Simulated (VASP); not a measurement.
# Ni (Pm-3m) in VASP: notebook, part 2 of 2

VASP 6.6.1. Earlier steps stand in the parts before.

## 4. Single point, r2SCAN

This run uses another cell than the first one, of 12.04 Å³/atom.

Input file POSCAR:

```
Ni
1.0
    2.2921012302      0.0000000000      0.0000000000
    0.0000000000      2.2921012302      0.0000000000
    0.0000000000      0.0000000000      2.2921012302
Ni
1
Direct
    0.0000000000      0.0000000000      0.0000000000
```

Input file INCAR.step1:

```
SYSTEM = Ni
  PREC = Accurate
  ENCUT = 520
  ISMEAR = -1
  SIGMA = 0.1
  LREAL = .FALSE.
  LASPH = .TRUE.
  NELM = 80
  NBANDS = 11
  GGA = PE
  ALGO = Normal
  EDIFF = 1E-4
  LWAVE = .TRUE.
  LCHARG = .FALSE.
```

Input file INCAR.step2:

```
SYSTEM = Ni
  PREC = Accurate
  ENCUT = 520
  EDIFF = 1E-6
  ISMEAR = -1
  SIGMA = 0.1
  LREAL = .FALSE.
  LASPH = .TRUE.
  NELM = 80
  ALGO = Normal
  ISIF = 2
  LWAVE = .FALSE.
  LCHARG = .TRUE.
  METAGGA = R2SCAN
  LMIXTAU = .TRUE.
  LELF = .TRUE.
  LVHAR = .TRUE.
  NBANDS = 11
  ISTART = 1
```

Input file KPOINTS:

```
Automatic mesh
0
G
  22 22 22
  0 0 0
```

Potentials or basis: VASP PAW PBE potentials, release 64 (Ni).

Run with:

```console
cat potpaw_PBE.64/Ni/POTCAR > POTCAR
cp INCAR.step1 INCAR
mpirun -np 1 vasp_std > vasp.out
cp INCAR.step2 INCAR
mpirun -np 1 vasp_std > vasp.out
```

OUTCAR:

```text
SYSTEM = Ni
   PREC = Accurate
   ENCUT = 520
   EDIFF = 1E-6
   ISMEAR = -1
   LREAL = .FALSE.
   LASPH = .TRUE.
   NELM = 80
   ISIF = 2
   METAGGA = R2SCAN
   ISTART = 1

 ion  position               nearest neighbor table
   1  0.000  0.000  0.000-

  LATTYP: Found a simple cubic cell.
 ALAT       =     2.2921012302

  Lattice vectors:

 A1 = (   2.2921012302,   0.0000000000,   0.0000000000)
 A2 = (   0.0000000000,   2.2921012302,   0.0000000000)
 A3 = (   0.0000000000,   0.0000000000,   2.2921012302)

[... 506 lines left out ...]
      4       7.6093      1.72327
      5       7.7028      1.41914
      6       7.7350      1.27830
      7      25.7999      0.00000
      8      26.5470      0.00000
      9      29.5433      0.00000
     10      33.5763      0.00000
     11      36.2479      0.00000

 [... further k-points ...]
[... 5 lines left out ...]
  --------------------------------------------------------------------------------------
  -------------------------------------------------------------------------------------
  Total        0.0271191      0.0271191      0.0271191      0.0000000      0.0000000     -0.0000000
  in kB        3.6081491      3.6081491      3.6081491      0.0000000      0.0000000     -0.0000000
  external PRESSURE =       3.6081491 kB  Pullay stress =       0.0000000 kB

 VOLUME and BASIS-vectors are now :
 -----------------------------------------------------------------------------
  energy-cutoff  :      520.00
  volume of cell :       12.04
      direct lattice vectors                 reciprocal lattice vectors
     2.292101230  0.000000000  0.000000000     0.436280905  0.000000000  0.000000000
     0.000000000  2.292101230  0.000000000     0.000000000  0.436280905  0.000000000
     0.000000000  0.000000000  2.292101230     0.000000000  0.000000000  0.436280905

 POSITION                                       TOTAL-FORCE (eV/Angst)
 -----------------------------------------------------------------------------------
      0.00000      0.00000      0.00000         0.000000      0.000000      0.000000
 -----------------------------------------------------------------------------------
    total drift:                                0.000000      0.000000      0.000000

  FREE ENERGIE OF THE ION-ELECTRON SYSTEM (eV)
  ---------------------------------------------------
  free  energy   TOTEN  =       -11.1661870292 eV

  energy  without entropy=      -11.0982852917  energy(sigma->0) =      -11.13223616
```

OSZICAR.step1:

```text
N       E                     dE             d eps       ncg     rms          rms(c)
DAV:   1     0.304957761360E+02    0.30496E+02   -0.49584E+03  8182   0.121E+03
DAV:   2    -0.454149323324E+01   -0.35037E+02   -0.33350E+02  8276   0.170E+02
DAV:   3    -0.556736957150E+01   -0.10259E+01   -0.10136E+01  9175   0.337E+01
DAV:   4    -0.557656331207E+01   -0.91937E-02   -0.91910E-02  8933   0.289E+00
DAV:   5    -0.557677020229E+01   -0.20689E-03   -0.20688E-03  9063   0.412E-01    0.839E+00
DAV:   6    -0.513482584825E+01    0.44194E+00   -0.11854E+01  9316   0.487E+01    0.580E+00
DAV:   7    -0.480002888937E+01    0.33480E+00   -0.24404E+00  9238   0.207E+01    0.159E+00
DAV:   8    -0.478754780562E+01    0.12481E-01   -0.14715E-02 11092   0.104E+00    0.442E-01
DAV:   9    -0.478628767428E+01    0.12601E-02   -0.23416E-03 11788   0.362E-01    0.561E-02
DAV:  10    -0.478630361175E+01   -0.15937E-04   -0.24261E-05  4889   0.627E-02
   1 F= -.47863036E+01 E0= -.47492642E+01  d E =-.740788E-01
```

Wall time 3.1 min (1 thread of Intel Xeon 8259CL, shared host); peak memory 0.16 GiB.

What came out:

| Property | Result |
| --- | --- |
| Free energy | -11.1662 eV |
| Pressure | 0.4 GPa |
| Band gap on the k mesh | zero (bands 5 and 6 overlap by 1.48 eV) |

Levels at points of the mesh, in eV from the Fermi level:
| k point | band 1 | band 2 | band 3 | band 4 | band 5 | band 6 | band 7 | band 8 | band 9 | band 10 |
| --- | --- | --- | --- | --- | --- | --- | --- | --- | --- | --- |
| (0.00, 0.00, 0.00) | -8.40 | -3.53 | -3.53 | 0.02 | 0.02 | 0.02 | 21.05 | 21.05 | 21.05 | 24.78 |
| (0.50, 0.00, 0.00) | -3.92 | -3.04 | -1.13 | -1.13 | -1.05 | 0.12 | 4.33 | 26.01 | 28.68 | 28.98 |
| (0.50, 0.50, 0.00) | -4.27 | -2.66 | -0.89 | -0.89 | 0.91 | 5.69 | 5.69 | 12.18 | 12.58 | 33.25 |
| (0.50, 0.50, 0.50) | -3.23 | -3.23 | -3.23 | 0.98 | 0.98 | 12.88 | 12.88 | 12.88 | 14.87 | 18.22 |

Caveat: the PAW data sets were made with another functional, which shifts forces and pressure a little; the run has no spin polarisation, though such a crystal can be magnetic.

## 5. Relaxation of cell and atoms, r2SCAN

This run uses another cell than the first one, of 11.81 Å³/atom.

Input file POSCAR:

```
Ni
1.0
    2.2775907947      0.0000000000      0.0000000000
    0.0000000000      2.2775907947      0.0000000000
    0.0000000000      0.0000000000      2.2775907947
Ni
1
Direct
    0.0000000000      0.0000000000      0.0000000000
```

Input file INCAR.step1:

```
PREC = Accurate
ENCUT = 600
ISMEAR = -1
SIGMA = 0.1
LREAL = F
LASPH = T
NELM = 100
GGA = PE
ALGO = Normal
EDIFF = 1E-4
LWAVE = T
LCHARG = F
```

Input file INCAR.step2:

```
PREC = Accurate
ENCUT = 600
EDIFF = 1E-6
ISMEAR = -1
SIGMA = 0.1
LREAL = F
LASPH = T
NELM = 100
ALGO = Normal
ISIF = 3
LWAVE = F
LCHARG = F
METAGGA = R2SCAN
LMIXTAU = T
IBRION = 2
NSW = 80
EDIFFG = -0.01
ISTART = 1
```

Input file KPOINTS:

```
Automatic mesh
0
Gamma
  14 14 14
```

Run with:

```console
cat potpaw_PBE.64/Ni/POTCAR > POTCAR
cp INCAR.step1 INCAR
mpirun -np 1 vasp_std > vasp.out
cp INCAR.step2 INCAR
mpirun -np 1 vasp_std > vasp.out
```

It took 2.8 min on 1 thread of Intel Xeon 8259CL, shared host; peak memory 0.14 GiB.

The run converged. Its results:

```yaml
Free_energy: -11.1646 eV
Relaxed_volume: 12.06 Å³/atom
Relaxed_cell: a = 2.293 Å, b = 2.293 Å, c = 2.293 Å, α = 90.00°, β = 90.00°, γ = 90.00°
Space_group_after_relaxing_to_0.1_Å: Pm-3m (No. 221)
Energy_gained_by_relaxing: 2.6 meV/atom
Ionic_steps: 3
Pressure_after_relaxing: 0.0 GPa
Band_gap_on_the_k_mesh: zero (bands 5 and 6 overlap by 1.52 eV)
```

The path:
| step | energy change (eV) | largest force (eV/Å) | pressure (GPa) | volume (Å³) |
| --- | --- | --- | --- | --- |
| 1 | 0.0000 | 0.0000 | 3.56 | 11.81 |
| 2 | -0.0008 | 0.0000 | -2.55 | 12.27 |
| 3 | -0.0026 | 0.0000 | -0.03 | 12.06 |

Final structure:
```
Ni
1.0
     2.29297    0.00000    0.00000
     0.00000    2.29297    0.00000
     0.00000    0.00000    2.29297
Ni
1
Cartesian
  0.0000 0.0000 0.0000
```

Levels at points of the mesh, in eV from the Fermi level:
```
           k point  band 2  band 3  band 4  band 5  band 6  band 7  band 8  band 9
(0.00, 0.00, 0.00)   -3.53   -3.53    0.02    0.02    0.02   21.03   21.03   21.03
(0.50, 0.00, 0.00)   -3.04   -1.12   -1.12   -1.05    0.11    4.32   26.00   28.66
(0.50, 0.50, 0.00)   -2.66   -0.89   -0.89    0.91    5.69    5.69   12.17   12.56
(0.50, 0.50, 0.50)   -3.23   -3.23    0.97    0.97   12.86   12.86   12.86   14.87
```

Caveat: the PAW data sets were made with another functional, which shifts forces and pressure a little; the run has no spin polarisation, though such a crystal can be magnetic.

## 6. Single point, r2SCAN, non-collinear spin, zero start, spin-orbit coupling

This run uses another cell than the first one, of 12.04 Å³/atom.

Input file POSCAR:

```
Ni
1.0
    2.2921012302      0.0000000000      0.0000000000
    0.0000000000      2.2921012302      0.0000000000
    0.0000000000      0.0000000000      2.2921012302
Ni
1
Direct
    0.0000000000      0.0000000000      0.0000000000
```

Input file INCAR.step1:

```
  ALGO = Normal
  EDIFF = 1E-4
  ENCUT = 520
  GGA = PE
  GGA_COMPAT = False
  ISMEAR = -1
  LASPH = True
  LCHARG = False
  LMAXMIX = 4
  LNONCOLLINEAR = True
  LREAL = False
  LSORBIT = True
  LWAVE = True
  MAGMOM = 0 0 0
  NBANDS = 21
  NELM = 150
  PREC = Accurate
  SIGMA = 0.1
```

Input file INCAR.step2:

```
  ALGO = Normal
  EDIFF = 1E-7
  ENCUT = 520
  GGA_COMPAT = False
  ISIF = 2
  ISMEAR = -1
  ISTART = 1
  LASPH = True
  LCHARG = True
  LMAXMIX = 4
  LMIXTAU = True
  LNONCOLLINEAR = True
  LORBIT = 11
  LORBMOM = True
  LREAL = False
  LSORBIT = True
  LVHAR = True
  LWAVE = False
  MAGMOM = 0 0 0
  METAGGA = R2SCAN
  NBANDS = 21
  NELM = 150
  PREC = Accurate
  SIGMA = 0.1
```

Input file KPOINTS:

```
k-points
0
Gamma
  14 14 14
```

Potentials or basis: VASP PAW PBE potentials, release 64 (Ni).

Run with:

```console
cat potpaw_PBE.64/Ni/POTCAR > POTCAR
cp INCAR.step1 INCAR
mpirun -np 1 vasp_ncl > vasp.out
cp INCAR.step2 INCAR
mpirun -np 1 vasp_ncl > vasp.out
```

Run time: 8.5 min. Hardware: 1 thread of Intel Xeon 8259CL, shared host; peak memory 0.19 GiB.

It converged, with:

| Property | Result |
| --- | --- |
| Free energy | -11.1751 eV |
| Pressure | 0.4 GPa |
| Net moment | 0.00 μB per cell |
| Valence electrons inside the program's atomic spheres | Ni 9.37 |

Moments on the atoms (μB; x, y, z):
```
Ni  0.00 0.00 0.00
```

Caveat: the PAW data sets were made with another functional, which shifts forces and pressure a little.

## 7. Overview

| task | spin | cell | k mesh | cutoff (eV) | gap on the mesh (eV) | pressure (GPa) |
| --- | --- | --- | --- | --- | --- | --- |
| single point | off | a = 2.352 Å, 1 atom | 15 × 15 × 15 | 520 | none | -10.2 |
| single point | off | a = 2.380 Å, 1 atom | 15 × 15 × 15 | 520 | none | -13.9 |
| single point | off | a = 2.292 Å, 1 atom | 22 × 22 × 22 | 520 | none | 0.4 |
| relaxation of cell and atoms | off | relaxed from a = 2.278 Å, 1 atom | 14 × 14 × 14 | 600 | none | 0.0 |
| single point | non-collinear, zero start, SOC | a = 2.292 Å, 1 atom | 14 × 14 × 14 | 520 | - | 0.4 |

Alike in all rows: level r2SCAN; potentials or basis VASP PAW PBE potentials, release 64 (Ni); smearing fermi-dirac 0.1 eV.

Caveats: the PAW data sets were made with another functional, which shifts forces and pressure a little; the cell stands under tension (at least some runs).

Total energies depend on the potentials used, so only differences within one code and one set of settings carry meaning.
